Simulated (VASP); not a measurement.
**SiC: single point with PBEsol**

The system is SiC.

```
CELL_PARAMETERS angstrom
0.00000 2.00008 2.26096
2.00008 0.00000 2.26096
2.00008 2.00008 0.00000
ATOMIC_POSITIONS crystal
Si 0.00000 0.00000 0.00000
C 0.75000 0.75000 0.75000
```

This cell differs from its parent crystal: strain -0.080 along x and y, +0.040 along z.

* Program: VASP 6.6.1
* Task: single point
* Functional: PBEsol
* Potentials or basis: VASP PAW PBE potentials, release 64 (Si, C)
* Cutoff: 520 eV
* k mesh: 12 × 12 × 12
* Occupations: gaussian, width 0.05 eV
* Spin: no spin polarisation

```json
{
  "Pressure": "37.2 GPa",
  "Band gap on the k mesh": "0.34 eV, indirect (least direct gap 4.44 eV)"
}
```

Stress tensor (GPa, compression positive):
```
50.98  0.00  0.00
 0.00 50.98  0.00
 0.00  0.00  9.63
```

Levels at points of the mesh, in eV from the valence-band top:
```
           k point  band 2  band 3  band 4  band 5  band 6  band 7
(0.00, 0.00, 0.00)   -1.12   -0.06   -0.06    7.14    7.77    7.77
(0.50, 0.00, 0.00)   -9.82   -2.44   -0.62    4.45    7.96    8.39
(0.50, 0.50, 0.00)   -9.86   -2.88   -2.88    1.57    5.72   14.54
(0.50, 0.00, 0.50)   -8.17   -4.45   -4.22    0.34    3.52   12.47
```

It took 17 s on 1 thread of Intel(R) Xeon(R) Platinum 8259CL CPU @ 2.50GHz (Skylake/Cascade Lake), on a shared host, peak memory 0.15 GiB.

Caveat: the cell differs from its parent crystal (strain -0.080 along x and y, +0.040 along z); the PAW data sets were made with another functional, which shifts forces and pressure a little. A k mesh can miss the band edges.
